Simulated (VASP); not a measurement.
# Be in VASP: notebook, part 2 of 2

VASP 6.6.1. Earlier steps stand in the parts before.

## (5) Electric field gradients, PBE (equal xx and yy strain of +3 %)

INCAR reads:

```
SYSTEM = Be
PREC = Accurate ; ENCUT = 520
EDIFF = 1E-8 ; ISMEAR = -1
SIGMA = 0.03 ; LREAL = .FALSE.
LASPH = .TRUE. ; NELM = 60
ALGO = Normal ; ISIF = 2
LWAVE = .FALSE. ; LCHARG = .FALSE.
GGA = PE ; LEFG = .TRUE.
NBANDS = 7
```

KPOINTS reads:

```
Automatic mesh
0
G
  23 23 23
  0 0 0
```

POSCAR reads:

```
Be
1.0
   -1.2907145798      1.2907145798      1.2531209513
    1.2907145798     -1.2907145798      1.2531209513
    1.2907145798      1.2907145798     -1.2531209513
Be
1
Direct
    0.0000000000      0.0000000000      0.0000000000
```

Potentials or basis: VASP PAW PBE potentials, release 64 (Be).

On the command line:

```bash
$ cat potpaw_PBE.64/Be/POTCAR > POTCAR
$ mpirun -np 1 vasp_std > vasp.out
```

OUTCAR:

```text
SYSTEM = Be
   PREC = Accurate
   ENCUT = 520
   EDIFF = 1E-8
   ISMEAR = -1
   LREAL = .FALSE.
   LASPH = .TRUE.
   NELM = 60
   ISIF = 2
   GGA = PE

 ion  position               nearest neighbor table
   1  0.000  0.000  0.000-

  LATTYP: Found a body centered tetragonal cell.
 ALAT       =     2.5814291596
 C/A-ratio  =     0.9708737864

  Lattice vectors:

 A1 = (  -1.2907145798,   1.2907145798,   1.2531209513)
 A2 = (   1.2907145798,  -1.2907145798,   1.2531209513)
 A3 = (   1.2907145798,   1.2907145798,  -1.2531209513)

Analysis of symmetry for initial positions (statically):
=====================================================================
 Subroutine PRICEL returns:
 Original cell was already a primitive cell.

 Routine SETGRP: Setting up the symmetry group for a
 body centered tetragonal supercell.

 Subroutine GETGRP returns: Found 16 space group operations
 (whereof 16 operations were pure point group operations)
 out of a pool of 16 trial point group operations.

The static configuration has the point symmetry D_4h.

Analysis of symmetry for dynamics (positions and initial velocities):
=====================================================================
 Subroutine PRICEL returns:
 Original cell was already a primitive cell.

 Routine SETGRP: Setting up the symmetry group for a
 body centered tetragonal supercell.

 Subroutine GETGRP returns: Found 16 space group operations
 (whereof 16 operations were pure point group operations)
 out of a pool of 16 trial point group operations.

The dynamic configuration has the point symmetry D_4h.

 Subroutine INISYM returns: Found 16 space group operations
 (whereof 16 operations are pure point group operations),
 and found     1 'primitive' translations

----------------------------------------------------------------------------------------

                                     Primitive cell

  volume of cell :       8.3505

  direct lattice vectors                    reciprocal lattice vectors
    -1.290714580  1.290714580  1.253120951     0.000000000  0.387382314  0.399003783
     1.290714580 -1.290714580  1.253120951     0.387382314  0.000000000  0.399003783
     1.290714580  1.290714580 -1.253120951     0.387382314  0.387382314  0.000000000

  length of vectors
     2.214091320  2.214091320  2.214091320     0.556119659  0.556119659  0.547841322

  position of ions in fractional coordinates (direct lattice)
     0.000000000  0.000000000  0.000000000

  ion indices of the primitive-cell ions
   primitive index   ion index
                 1           1

----------------------------------------------------------------------------------------

 KPOINTS: Automatic mesh

Automatic generation of k-mesh.
 Grid dimensions read from file:
 generate k-points for:   23   23   23

 Generating k-lattice:

  Cartesian coordinates                     Fractional coordinates (reciprocal lattice)
[... 59 lines left out ...]
   NELM   =     60;   NELMIN=  2; NELMDL= -5     # of ELM steps
   EDIFF  = 0.1E-07   stopping-criterion for ELM
   LREAL  =      F    real-space projection
   EDIFFG = 0.1E-06   stopping-criterion for IOM
   NSW    =      0    number of steps for IOM
   IBRION =     -1    ionic relax: 0-MD 1-quasi-New 2-CG
   NFREE  =      0    steps in history (QN), initial steepest desc. (CG)
   ISIF   =      2    stress and relaxation
   ISYM   =      2    0-nonsym 1-usesym 2-fastsym
   POTIM  = 0.5000    time-step for ionic-motion
   TEBEG  =    0.0;   TEEND  =   0.0 temperature during run
   PSTRESS=    0.0 pullay stress
   NELECT =       2.0000    total number of electrons
   NUPDOWN=      -1.0000    fix difference up-down
   EMIN   =  10.00;   EMAX   =-10.00  energy-range for DOS
   EFERMI =   0.00;   METHOD = LEGACY
   ISMEAR =    -1;   SIGMA  =   0.03  broadening in eV -4-tet -1-fermi 0-gaus
   EFERMI_NEDOS =   21; number of points for ismear=-14 and -15
   IALGO  =     38    algorithm
   IMIX   =      4    mixing-type and parameters
     AMIX     =   0.40;   BMIX     =  1.00
     AMIX_MAG =   1.60;   BMIX_MAG =  1.00
  volume/ion in A,a.u.               =       8.35        56.35
  Fermi-wavevector in a.u.,A,eV,Ry     =   1.016671  1.921229 14.063248  1.033620
  Thomas-Fermi vector in A             =   2.150028
   LORBIT       =      0    0 simple, 1 ext, 2 COOP (PROOUT), +10 PAW based schemes
   GGA     = PE    functional components
   LHFCALC =     F    Hartree Fock is set to
   AEXX    =    0.0000 exact exchange contribution
   IVDW    =     0    specifies the selected vdW correction
   LEPSILON=     F    determine dielectric tensor
   LRPA    =     F    only Hartree local field effects (RPA)
 non-spin polarized calculation
  energy-cutoff  :      520.00
  volume of cell :        8.35
 maximum number of plane-waves:       238
   NGX =  9   NGY =  9   NGZ =  9

 number of electron       2.0000000 magnetization

 Free energy of the ion-electron system (eV)
  ---------------------------------------------------
  ext. energy  EPLUGINS =         0.00000000
  ---------------------------------------------------
  free energy    TOTEN  =        -3.65345350 eV

  energy without entropy =       -3.65296342  energy(sigma->0) =       -3.65320846

 E-fermi :   7.3887     XC(G=0): -10.4341

 val. band max:        7.3802325679   @ k =   0.3478   0.3043   0.0870
 cond. band min:       7.3924003367   @ k =   0.4783   0.4783   0.0000
 fundamental gap:      0.0121677689
 Fermi energy:         7.3886942416

 k-point     1 :       0.0000    0.0000    0.0000
  band No.  band energies     occupation
      1      -4.4667      2.00000
      2      25.7392      0.00000
      3      25.7392      0.00000
      4      26.0067      0.00000
      5      36.1415      0.00000
      6      37.4199      0.00000
      7      37.4199      0.00000
[... 221 lines left out ...]
 k-point    24 :      -0.4783    0.0435   -0.0000
  band No.  band energies     occupation
      1       2.1527      2.00000
      2       8.3434      0.00000
      3      18.7445      0.00000
      4      21.4357      0.00000
      5      27.5733      0.00000
      6      32.2934      0.00000
      7      42.2035      0.00000

 [... further k-points ...]
[... 5 lines left out ...]
  --------------------------------------------------------------------------------------
  -------------------------------------------------------------------------------------
  Total       -0.3853820     -0.3853820     -0.3444221      0.0000000      0.0000000      0.0000000
  in kB      -73.9415649    -73.9415649    -66.0827622      0.0000000      0.0000000      0.0000000
  external PRESSURE =     -71.3219640 kB  Pullay stress =       0.0000000 kB

 VOLUME and BASIS-vectors are now :
 -----------------------------------------------------------------------------
  energy-cutoff  :      520.00
  volume of cell :        8.35
      direct lattice vectors                 reciprocal lattice vectors
    -1.290714580  1.290714580  1.253120951     0.000000000  0.387382314  0.399003783
     1.290714580 -1.290714580  1.253120951     0.387382314  0.000000000  0.399003783
     1.290714580  1.290714580 -1.253120951     0.387382314  0.387382314  0.000000000

 POSITION                                       TOTAL-FORCE (eV/Angst)
 -----------------------------------------------------------------------------------
      0.00000      0.00000      0.00000         0.000000     -0.000000     -0.000000
 -----------------------------------------------------------------------------------
    total drift:                               -0.000000      0.000000      0.000000

  FREE ENERGIE OF THE ION-ELECTRON SYSTEM (eV)
  ---------------------------------------------------
  free  energy   TOTEN  =        -3.6534535007 eV

  energy  without entropy=       -3.6529634222  energy(sigma->0) =       -3.65320846

 Electric field gradients (V/A^2)
---------------------------------------------------------------------
 ion       V_xx      V_yy      V_zz      V_xy      V_xz      V_yz
---------------------------------------------------------------------
   1       0.175     0.175    -0.349     0.000     0.000     0.000
---------------------------------------------------------------------

 Electric field gradients after diagonalization (V/A^2)
 (convention: |V_zz| > |V_xx| > |V_yy|)
----------------------------------------------------------------------
 ion       V_xx      V_yy      V_zz     asymmetry (V_yy - V_xx)/ V_zz
----------------------------------------------------------------------
   1       0.175     0.175    -0.349       0.000
----------------------------------------------------------------------

           NMR quadrupolar parameters

 Cq : quadrupolar parameter    Cq=e*Q*V_zz/h
 eta: asymmetry parameters     (V_yy - V_xx)/ V_zz
 Q  : nuclear electric quadrupole moment in mb (millibarn)
----------------------------------------------------------------------
 ion       Cq(MHz)       eta       Q (mb)
----------------------------------------------------------------------
   1      -0.001       0.000       1.000
----------------------------------------------------------------------
```

OSZICAR:

```text
N       E                     dE             d eps       ncg     rms          rms(c)
DAV:   1    -0.253717605253E+01   -0.25372E+01   -0.10969E+03 14105   0.232E+02
DAV:   2    -0.367662832879E+01   -0.11395E+01   -0.10927E+01 18396   0.245E+01
DAV:   3    -0.367858221500E+01   -0.19539E-02   -0.19509E-02 14686   0.875E-01
DAV:   4    -0.367858256660E+01   -0.35160E-06   -0.35169E-06 19964   0.123E-02
DAV:   5    -0.367858256755E+01   -0.95093E-09   -0.64627E-10 14882   0.609E-05    0.741E-01
DAV:   6    -0.366083148058E+01    0.17751E-01   -0.17114E-03 14658   0.388E-01    0.454E-01
DAV:   7    -0.365347902248E+01    0.73525E-02   -0.17639E-03 14196   0.410E-01    0.191E-02
DAV:   8    -0.365345335488E+01    0.25668E-04   -0.85396E-06 15071   0.255E-02    0.563E-03
DAV:   9    -0.365345369138E+01   -0.33650E-06   -0.84213E-07 15925   0.656E-03    0.265E-04
DAV:  10    -0.365345359525E+01    0.96126E-07   -0.22987E-09 14812   0.466E-04    0.182E-04
DAV:  11    -0.365345350023E+01    0.95020E-07   -0.26206E-09 11151   0.444E-04    0.484E-06
DAV:  12    -0.365345350069E+01   -0.45858E-09   -0.43511E-11  7196   0.412E-05
   1 F= -.36534535E+01 E0= -.36532085E+01  d E =-.490078E-03
```

Run time: 17 s. Hardware: 1 thread of Intel Xeon 6975P-C, shared host; peak memory 0.15 GiB.

What came out:

| Property | Result |
| --- | --- |
| Free energy | -3.6535 eV |
| Pressure | -7.1 GPa |
| Band gap on the k mesh | zero (band 1 reaches 10.88 eV, above the bottom of band 2 at 6.28 eV) |

Electric field gradients, principal values (V/Å²):
```tsv
atom	least	middle	greatest (by size)
1 Be	0.175	0.175	-0.349
```

Caveat: the cell differs from its parent crystal (equal xx and yy strain of +3 %); without QUAD_EFG the Cq values of the log hold for a quadrupole moment of 1 mb, not for the nuclei.

## (6) Electric field gradients, PBE (equal xy, yz and zx shear strains of -3 %)

INCAR reads:

```
SYSTEM = Be
ALGO     = Normal         ! electronic algorithm
EDIFF    = 1E-8           ! SCF threshold, eV
ENCUT    = 520            ! plane-wave cutoff, eV
GGA      = PE             ! functional
ISIF     = 2              ! what is computed and relaxed
ISMEAR   = -1             ! smearing method
LASPH    = .True.         ! aspherical terms in the spheres
LCHARG   = .False.        ! write CHGCAR
LEFG     = .True.       
LREAL    = .False.        ! projectors in reciprocal space
LWAVE    = .False.        ! write WAVECAR
NBANDS   = 7              ! bands
NELM     = 80             ! most SCF steps
PREC     = Accurate       ! precision mode
SIGMA    = 0.03           ! smearing width, eV
```

KPOINTS reads:

```
k-points
0
Gamma
  23 23 23
  0 0 0
```

POSCAR reads:

```
Be
1.0
   -1.2907145798      1.2531209513      1.2531209513
    1.2531209513     -1.2907145798      1.2531209513
    1.2531209513      1.2531209513     -1.2907145798
Be
1
Direct
    0.0000000000      0.0000000000      0.0000000000
```

Potentials or basis: VASP PAW PBE potentials, release 64 (Be).

On the command line:

```bash
$ cat potpaw_PBE.64/Be/POTCAR > POTCAR
$ mpirun -np 1 vasp_std > vasp.out
```

OUTCAR:

```text
SYSTEM = Be
   EDIFF = 1E-8
   ENCUT = 520
   GGA = PE
   ISIF = 2
   ISMEAR = -1
   LASPH = .True.
   LREAL = .False.
   NELM = 80
   PREC = Accurate

 ion  position               nearest neighbor table
   1  0.000  0.000  0.000-

  LATTYP: Found a trigonal (rhomboedric) cell.
 ALAT       =     2.1923887346
 COS(alpha) =    -0.3463033748

  Lattice vectors:

 A1 = (  -1.2907145798,   1.2531209513,   1.2531209513)
[... 446 lines left out ...]
    total drift:                                0.000000      0.000000      0.000000

  FREE ENERGIE OF THE ION-ELECTRON SYSTEM (eV)
  ---------------------------------------------------
  free  energy   TOTEN  =        -3.6514224812 eV

  energy  without entropy=       -3.6507367909  energy(sigma->0) =       -3.65107964

 Electric field gradients (V/A^2)
---------------------------------------------------------------------
 ion       V_xx      V_yy      V_zz      V_xy      V_xz      V_yz
---------------------------------------------------------------------
   1       0.000     0.000    -0.000    -0.467    -0.467    -0.467
---------------------------------------------------------------------

 Electric field gradients after diagonalization (V/A^2)
 (convention: |V_zz| > |V_xx| > |V_yy|)
----------------------------------------------------------------------
 ion       V_xx      V_yy      V_zz     asymmetry (V_yy - V_xx)/ V_zz
----------------------------------------------------------------------
   1       0.467     0.467    -0.934       0.000
----------------------------------------------------------------------

           NMR quadrupolar parameters

 Cq : quadrupolar parameter    Cq=e*Q*V_zz/h
 eta: asymmetry parameters     (V_yy - V_xx)/ V_zz
 Q  : nuclear electric quadrupole moment in mb (millibarn)
----------------------------------------------------------------------
 ion       Cq(MHz)       eta       Q (mb)
----------------------------------------------------------------------
   1      -0.002       0.000       1.000
----------------------------------------------------------------------
```

It took 21 s on 1 thread of Intel Xeon 6975P-C, shared host; peak memory 0.16 GiB.

Results:

- Free energy: -3.6514 eV
- Pressure: -0.1 GPa
- Band gap on the k mesh: zero (band 1 reaches 11.52 eV, above the bottom of band 2 at 6.30 eV)

Electric field gradients, principal values (V/Å²):
```csv
atom,least,middle,greatest (by size)
1 Be,0.467,0.467,-0.934
```

Caveat: the cell differs from its parent crystal (equal xy, yz and zx shear strains of -3 %); without QUAD_EFG the Cq values of the log hold for a quadrupole moment of 1 mb, not for the nuclei.

## (7) Overview

| task | cell | k mesh for the DOS | occupations for the DOS | gap on the mesh (eV) | pressure (GPa) |
| --- | --- | --- | --- | --- | --- |
| electric field gradients | a = 2.213 Å, angles 109.5°, 1 atom | - | - | none | -7.2 |
| density of states | a = 2.170 Å, angles 109.5°, 1 atom | 35 × 35 × 35 | tetrahedron | - | - |
| electric field gradients | a = 2.214 Å, angles 108.7, 108.7, 111.1°, 1 atom | - | - | none | -7.1 |
| electric field gradients | a = 2.192 Å, angles 110.3°, 1 atom | - | - | none | -0.1 |

Alike in all rows: level PBE; potentials or basis VASP PAW PBE potentials, release 64 (Be); no spin polarisation; k mesh 23 × 23 × 23; cutoff (eV) 520; smearing fermi-dirac 0.03 eV.

Absolute energies hang on the potentials; compare differences alone.
